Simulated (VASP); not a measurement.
Pd:

```
Pd
1.0
    -1.57228    1.57228    1.57228
     1.57228   -1.57228    1.57228
     1.57228    1.57228   -1.57228
Pd
1
Direct
  0.00000 0.00000 0.00000
```

- Program: VASP 6.6.1
- Task: relaxation of cell and atoms
- Functional: PBEsol
- Potentials or basis: VASP PAW PBE potentials, release 64 (Pd)
- Cutoff: 600 eV
- k mesh: 12 × 12 × 12
- Occupations: fermi-dirac, width 0.05 eV
- Spin: no spin polarisation

At the start: pressure -10.3 GPa; volume 15.55 Å³/atom.

How do energy, volume and symmetry change on relaxing?

Over 4 steps the energy falls by 31.4 meV/atom and the volume is 14.64 Å³/atom (-5.9 %); space group Im-3m (No. 229, to 0.05 Å).

Step by step:
```csv
step,energy change (eV),largest force (eV/Å),pressure (GPa),volume (Å³)
1,0.0000,0.0000,-10.29,15.55
2,0.0462,0.0000,22.22,13.41
3,-0.0314,0.0000,-0.28,14.65
4,-0.0314,0.0000,-0.04,14.64
```

Final structure:
```
Pd
1.0
    -1.54094    1.54094    1.54094
     1.54094   -1.54094    1.54094
     1.54094    1.54094   -1.54094
Pd
1
Direct
  0.00000 0.00000 0.00000
```

Caveat: the PAW data sets were made with another functional, which shifts forces and pressure a little.
